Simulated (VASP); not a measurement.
A run of VASP 6.6.1 is set up as follows.

Contents of INCAR:

```
SYSTEM = HfO2
PREC     = Accurate       ! precision mode
ENCUT    = 520            ! plane-wave cutoff, eV
EDIFF    = 1E-7           ! SCF threshold, eV
ISMEAR   = 0              ! smearing method
SIGMA    = 0.05           ! smearing width, eV
LREAL    = .False.        ! projectors in reciprocal space
LASPH    = .True.         ! aspherical terms in the spheres
NELM     = 100            ! most SCF steps
ALGO     = Normal         ! electronic algorithm
ISIF     = 2              ! what is computed and relaxed
LWAVE    = .False.        ! write WAVECAR
LCHARG   = .False.        ! write CHGCAR
GGA      = PE             ! functional
NBANDS   = 31             ! bands
```

Contents of KPOINTS:

```
Automatic mesh
0
Gamma
  6 6 6
  0 0 0
```

Contents of POSCAR:

```
HfO2
1.0
    0.0000000000     -2.5489194559     -2.5489194559
    0.0000000000      2.5489194559     -2.5489194559
    5.0978389119      0.0000000000      0.0000000000
Hf O
2 4
Direct
    0.5051394327      0.4948605673      0.5000000000
   -0.0051394327      0.0051394327      0.0000000000
    0.0000374893      0.5000374893      0.7153971020
    0.4999625107     -0.0000374893      0.2846028980
    0.0000374893      0.5000374893      0.2153971020
    0.4999625107     -0.0000374893      0.7846028980
```

Potentials or basis: VASP PAW PBE potentials, release 64 (Hf_pv, O).

Command:

```sh
$ cat potpaw_PBE.64/Hf_pv/POTCAR potpaw_PBE.64/O/POTCAR > POTCAR
$ mpirun -np 1 vasp_std > vasp.out
```

(1) Predict the band gap on the k mesh.

(2) What does it give for the pressure?

(3) What does it give for the largest force?

Results:

(1) 4.37 eV (least direct gap 4.46 eV).

(2) -0.9 GPa.

(3) 0.248 eV/Å.

Caveat: the cell differs from its parent crystal (atoms displaced along a vibrational mode); spin-orbit coupling is left out, which moves the levels of the heavy elements.
